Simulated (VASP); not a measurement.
# NaMg2Si2 (P-3m1) in VASP: notebook

NaMg2Si2 is run at these levels: PBE; tasks: single point, relaxation of cell and atoms.

All numbers are computed with VASP 6.6.1; they aren't measurements. Logs are shortened: lines on timing, memory, paths and dates and some standing lists are left out, and cuts for length are marked.

## (1) The cell of the first run

Symmetry: P-3m1, No. 164, trigonal system. Conventional cell: a = 3.721 Å, b = 3.721 Å, c = 6.651 Å, α = 90.00°, β = 90.00°, γ = 120.00°. Within 3.8 Å of Na (site symmetry -3m) lie 6 Si at 2.85 Å and 6 Mg at 3.33 Å and 6 Na at 3.72 Å. Within 2.9 Å of Mg (site symmetry 3m) lie 4 Si at 2.23 to 2.25 Å and 3 Mg at 2.65 Å. Si (site symmetry 3m) has 4 Mg at 2.23 to 2.25 Å and 3 Na at 2.85 Å within 2.9 Å.

The cell was generated, and may not be a known phase.

## (2) Single point, PBE

Contents of INCAR:

```
PREC = Accurate ; ENCUT = 520
EDIFF = 1E-7 ; ISMEAR = 0
SIGMA = 0.1 ; LREAL = F
LASPH = T ; NELM = 100
ALGO = Normal ; ISIF = 2
LWAVE = F ; LCHARG = F
GGA = PE ; NBANDS = 18
```

Contents of KPOINTS:

```
Automatic mesh
0
Gamma
  6 6 4
```

Contents of POSCAR:

```
NaMg2Si2
1.0
    3.7212250200      0.0000000000      0.0000000000
   -1.8606125100      3.2226754000      0.0000000000
    0.0000000000      0.0000000000      6.6506869700
Na Mg Si
1 2 2
Direct
    0.0000000000      0.0000000000      0.0000000000
    0.3333333300      0.6666666700      0.6166499900
    0.6666666700      0.3333333300      0.3833500100
    0.6666666700      0.3333333300      0.7180050000
    0.3333333300      0.6666666700      0.2819950000
```

Potentials or basis: VASP PAW PBE potentials, release 64 (Na_pv, Mg, Si).

Run with:

```sh
cat potpaw_PBE.64/Na_pv/POTCAR potpaw_PBE.64/Mg/POTCAR potpaw_PBE.64/Si/POTCAR > POTCAR
mpirun -np 1 vasp_std > vasp.out
```

OUTCAR:

```text
PREC = Accurate
   ENCUT = 520
   EDIFF = 1E-7
   ISMEAR = 0
   LREAL = F
   LASPH = T
   NELM = 100
   ISIF = 2
   GGA = PE

 ion  position               nearest neighbor table
   1  0.000  0.000  0.000-   4 2.85   5 2.85   5 2.85   4 2.85   4 2.85   5 2.85
   2  0.333  0.667  0.617-   5 2.23   4 2.25   4 2.25   4 2.25   3 2.65   3 2.65   3 2.65
   3  0.667  0.333  0.383-   4 2.23   5 2.25   5 2.25   5 2.25   2 2.65   2 2.65   2 2.65
   4  0.667  0.333  0.718-   3 2.23   2 2.25   2 2.25   2 2.25   1 2.85   1 2.85   1 2.85
   5  0.333  0.667  0.282-   2 2.23   3 2.25   3 2.25   3 2.25   1 2.85   1 2.85   1 2.85

  LATTYP: Found a hexagonal cell.
 ALAT       =     3.7212250200
 C/A-ratio  =     1.7872305314

  Lattice vectors:

 A1 = (   3.7212250200,   0.0000000000,   0.0000000000)
 A2 = (  -1.8606125100,   3.2226754000,   0.0000000000)
 A3 = (   0.0000000000,   0.0000000000,   6.6506869700)

Analysis of symmetry for initial positions (statically):
=====================================================================
 Subroutine PRICEL returns:
 Original cell was already a primitive cell.

 Routine SETGRP: Setting up the symmetry group for a
 hexagonal supercell.

 Subroutine GETGRP returns: Found 12 space group operations
 (whereof 12 operations were pure point group operations)
 out of a pool of 24 trial point group operations.

The static configuration has the point symmetry D_3d.

Analysis of symmetry for dynamics (positions and initial velocities):
=====================================================================
 Subroutine PRICEL returns:
 Original cell was already a primitive cell.

 Routine SETGRP: Setting up the symmetry group for a
 hexagonal supercell.

 Subroutine GETGRP returns: Found 12 space group operations
 (whereof 12 operations were pure point group operations)
 out of a pool of 24 trial point group operations.

The dynamic configuration has the point symmetry D_3d.

 Subroutine INISYM returns: Found 12 space group operations
 (whereof 12 operations are pure point group operations),
 and found     1 'primitive' translations

----------------------------------------------------------------------------------------

                                     Primitive cell

  volume of cell :      79.7570

  direct lattice vectors                    reciprocal lattice vectors
     3.721225020  0.000000000  0.000000000     0.268728710  0.155150593  0.000000000
    -1.860612510  3.222675400  0.000000000     0.000000000  0.310301186  0.000000000
     0.000000000  0.000000000  6.650686970     0.000000000  0.000000000  0.150360407

  length of vectors
     3.721225020  3.721225020  6.650686970     0.310301186  0.310301186  0.150360407

  position of ions in fractional coordinates (direct lattice)
     0.000000000  0.000000000  0.000000000
     0.333333330  0.666666670  0.616649990
     0.666666670  0.333333330  0.383350010
     0.666666670  0.333333330  0.718005000
     0.333333330  0.666666670  0.281995000

  ion indices of the primitive-cell ions
   primitive index   ion index
                 1           1
                 2           2
                 3           3
                 4           4
                 5           5

----------------------------------------------------------------------------------------

 KPOINTS: Automatic mesh

Automatic generation of k-mesh.
 Grid dimensions read from file:
 generate k-points for:    6    6    4

 Generating k-lattice:

  Cartesian coordinates                     Fractional coordinates (reciprocal lattice)
     0.044788118  0.025858432  0.000000000     0.166666667  0.000000000  0.000000000
     0.000000000  0.051716864  0.000000000     0.000000000  0.166666667  0.000000000
     0.000000000  0.000000000  0.037590102     0.000000000  0.000000000  0.250000000

  Length of vectors
     0.051716864  0.051716864  0.037590102

  Shift w.r.t. Gamma in fractional coordinates (k-lattice)
     0.000000000  0.000000000  0.000000000

 Subroutine IBZKPT returns following result:
 ===========================================

 Found     24 irreducible k-points:

 Following reciprocal coordinates:
            Coordinates               Weight
  0.000000  0.000000  0.000000      1.000000
  0.166667  0.000000  0.000000      6.000000
  0.333333  0.000000  0.000000      6.000000
  0.500000  0.000000  0.000000      3.000000
  0.166667  0.166667  0.000000      6.000000
  0.333333  0.166667  0.000000     12.000000
[... 16 lines left out ...]
  0.333333  0.166667  0.500000     12.000000
  0.333333  0.333333  0.500000      2.000000
   k-points           NKPTS =     24   k-points in BZ     NKDIM =     24   number of bands    NBANDS=     18
   number of dos      NEDOS =    301   number of ions     NIONS =      5
   total plane-waves  NPLWV =  39200
   dimension x,y,z NGX =    28 NGY =   28 NGZ =   50
   dimension x,y,z NGXF=    56 NGYF=   56 NGZF=  100
   ions per type =               1   2   2
   NGX,Y,Z   is equivalent  to a cutoff of  12.51, 12.51, 12.50 a.u.
   NGXF,Y,Z  is equivalent  to a cutoff of  25.02, 25.02, 25.00 a.u.
 SYSTEM =  unknown system
   PREC   = accura    normal or accurate (medium, high low for compatibility)
   ISTART =      0    job   : 0-new  1-cont  2-samecut
   ICHARG =      2    charge: 1-file 2-atom 10-const
   ISPIN  =      1    spin polarized calculation?
   LNONCOLLINEAR =      F non collinear calculations
   LSORBIT =      F    spin-orbit coupling
   LASPH  =      T    aspherical Exc in radial PAW
   ENCUT  =  520.0 eV  38.22 Ry    6.18 a.u.   6.92  6.92 12.37*2*pi/ulx,y,z
   NELM   =    100;   NELMIN=  2; NELMDL= -5     # of ELM steps
   EDIFF  = 0.1E-06   stopping-criterion for ELM
   LREAL  =      F    real-space projection
   EDIFFG = 0.1E-05   stopping-criterion for IOM
   NSW    =      0    number of steps for IOM
   IBRION =     -1    ionic relax: 0-MD 1-quasi-New 2-CG
   NFREE  =      0    steps in history (QN), initial steepest desc. (CG)
   ISIF   =      2    stress and relaxation
   ISYM   =      2    0-nonsym 1-usesym 2-fastsym
   POTIM  = 0.5000    time-step for ionic-motion
   TEBEG  =    0.0;   TEEND  =   0.0 temperature during run
   PSTRESS=    0.0 pullay stress
   NELECT =      19.0000    total number of electrons
   NUPDOWN=      -1.0000    fix difference up-down
   EMIN   =  10.00;   EMAX   =-10.00  energy-range for DOS
   EFERMI =   0.00;   METHOD = LEGACY
   ISMEAR =     0;   SIGMA  =   0.10  broadening in eV -4-tet -1-fermi 0-gaus
   EFERMI_NEDOS =   21; number of points for ismear=-14 and -15
   IALGO  =     38    algorithm
   IMIX   =      4    mixing-type and parameters
     AMIX     =   0.40;   BMIX     =  1.00
     AMIX_MAG =   1.60;   BMIX_MAG =  1.00
  volume/ion in A,a.u.               =      15.95       107.65
  Fermi-wavevector in a.u.,A,eV,Ry     =   1.014853  1.917794 14.012995  1.029926
  Thomas-Fermi vector in A             =   2.148105
   LORBIT       =      0    0 simple, 1 ext, 2 COOP (PROOUT), +10 PAW based schemes
   GGA     = PE    functional components
   LHFCALC =     F    Hartree Fock is set to
   AEXX    =    0.0000 exact exchange contribution
   IVDW    =     0    specifies the selected vdW correction
   LEPSILON=     F    determine dielectric tensor
   LRPA    =     F    only Hartree local field effects (RPA)
 non-spin polarized calculation
 Gauss-broadening in eV      SIGMA  =   0.10
  energy-cutoff  :      520.00
  volume of cell :       79.76
 maximum number of plane-waves:      2174
   NGX = 13   NGY = 13   NGZ = 25

 number of electron      19.0000007 magnetization

 Free energy of the ion-electron system (eV)
  ---------------------------------------------------
  ext. energy  EPLUGINS =         0.00000000
  ---------------------------------------------------
  free energy    TOTEN  =        -8.28132647 eV

  energy without entropy =       -8.25925558  energy(sigma->0) =       -8.27029103

 E-fermi :   5.1457     XC(G=0):  -9.7984

 val. band max:        5.1364711207   @ k =   0.0000   0.1667   0.2500
 cond. band min:       5.1550083768   @ k =   0.1667   0.0000   0.2500
 fundamental gap:      0.0185372561
 Fermi energy:         5.1457066574

 k-point     1 :       0.0000    0.0000    0.0000
  band No.  band energies     occupation
      1     -18.1468      2.00000
      2     -18.1199      2.00000
      3     -18.1199      2.00000
      4      -5.3846      2.00000
      5      -3.0058      2.00000
      6       0.6485      2.00000
[... 10 lines left out ...]
     17      11.7139      0.00000
     18      11.8929      0.00000

 k-point     2 :       0.1667    0.0000    0.0000
  band No.  band energies     occupation
      1     -18.1446      2.00000
      2     -18.1296      2.00000
      3     -18.1222      2.00000
      4      -5.0341      2.00000
      5      -2.7344      2.00000
      6       0.9984      2.00000
[... 10 lines left out ...]
     17      11.7462      0.00000
     18      12.3499      0.00000

 k-point     3 :       0.3333    0.0000    0.0000
  band No.  band energies     occupation
      1     -18.1489      2.00000
      2     -18.1403      2.00000
      3     -18.1266      2.00000
      4      -4.0487      2.00000
      5      -2.1307      2.00000
      6       1.4893      2.00000
[... 10 lines left out ...]
     17      12.4132      0.00000
     18      13.7948      0.00000

 k-point     4 :       0.5000    0.0000    0.0000
  band No.  band energies     occupation
      1     -18.1584      2.00000
      2     -18.1382      2.00000
      3     -18.1288      2.00000
      4      -3.0295      2.00000
      5      -2.1729      2.00000
      6       0.7566      2.00000
[... 375 lines left out ...]
      4      -4.1964      2.00000
      5      -2.7004      2.00000
      6       2.1902      2.00000
[... 10 lines left out ...]
     17      11.6626      0.00000
     18      13.1724      0.00000

 k-point    23 :       0.3333    0.1667    0.5000
  band No.  band energies     occupation
      1     -18.1534      2.00000
      2     -18.1383      2.00000
      3     -18.1338      2.00000
      4      -3.0910      2.00000
      5      -2.0939      2.00000
      6       0.8970      2.00000
[... 10 lines left out ...]
     17      12.7781      0.00000
     18      13.8184      0.00000

 k-point    24 :       0.3333    0.3333    0.5000
  band No.  band energies     occupation
      1     -18.1465      2.00000
      2     -18.1465      2.00000
      3     -18.1372      2.00000
      4      -2.2466      2.00000
      5      -2.2466      2.00000
      6       1.2967      2.00000
[... 10 lines left out ...]
     17      13.7751      0.00000
     18      14.1389      0.00000

------------------------ aborting loop because EDIFF is reached ----------------------------------------

  FORCE on cell =-STRESS in cart. coord.  units (eV):
  Direction    XX          YY          ZZ          XY          YZ          ZX
  --------------------------------------------------------------------------------------
  -------------------------------------------------------------------------------------
  Total       23.5215151     23.5215151     23.0636346      0.0000000      0.0000000      0.0000000
  in kB      472.5055039    472.5055038    463.3074970      0.0000000      0.0000000      0.0000000
  external PRESSURE =     469.4395016 kB  Pullay stress =       0.0000000 kB

 VOLUME and BASIS-vectors are now :
 -----------------------------------------------------------------------------
  energy-cutoff  :      520.00
  volume of cell :       79.76
      direct lattice vectors                 reciprocal lattice vectors
     3.721225020  0.000000000  0.000000000     0.268728710  0.155150593  0.000000000
    -1.860612510  3.222675400  0.000000000     0.000000000  0.310301186  0.000000000
     0.000000000  0.000000000  6.650686970     0.000000000  0.000000000  0.150360407

 POSITION                                       TOTAL-FORCE (eV/Angst)
 -----------------------------------------------------------------------------------
      0.00000      0.00000      0.00000         0.000000      0.000000      0.000000
     -0.00000      2.14845      4.10115        -0.000000      0.000000      1.955266
      1.86061      1.07423      2.54954         0.000000      0.000000     -1.955266
      1.86061      1.07423      4.77523         0.000000      0.000000      5.164218
     -0.00000      2.14845      1.87546        -0.000000      0.000000     -5.164218
 -----------------------------------------------------------------------------------
    total drift:                               -0.000000     -0.000000      0.000000

  FREE ENERGIE OF THE ION-ELECTRON SYSTEM (eV)
  ---------------------------------------------------
  free  energy   TOTEN  =        -8.2813264666 eV

  energy  without entropy=       -8.2592555847  energy(sigma->0) =       -8.27029103
```

It took 18 s on 1 thread of Intel Xeon 6975P-C (Granite Rapids), shared host; peak memory 0.2 GiB.

What came out:

| Property | Result |
| --- | --- |
| Free energy | -8.2813 eV |
| Pressure | 46.9 GPa |
| Largest force | 5.164 eV/Å |
| Band gap on the k mesh | zero (an odd number of electrons rules out a gap without spin polarisation) |

Forces in eV/Å, atoms in the order of the input:
```
Na   0.000  0.000  0.000
Mg   0.000  0.000  1.955
Mg   0.000  0.000 -1.955
Si   0.000  0.000  5.164
Si   0.000  0.000 -5.164
```

Caveat: the cell stands under pressure; forces of over 1 eV/Å act on the atoms, so gaps and moduli don't describe the material at rest.

(Continued in part 2 of 3.)

The gap in the log of VASP goes by the Fermi energy; the results here count the filled bands.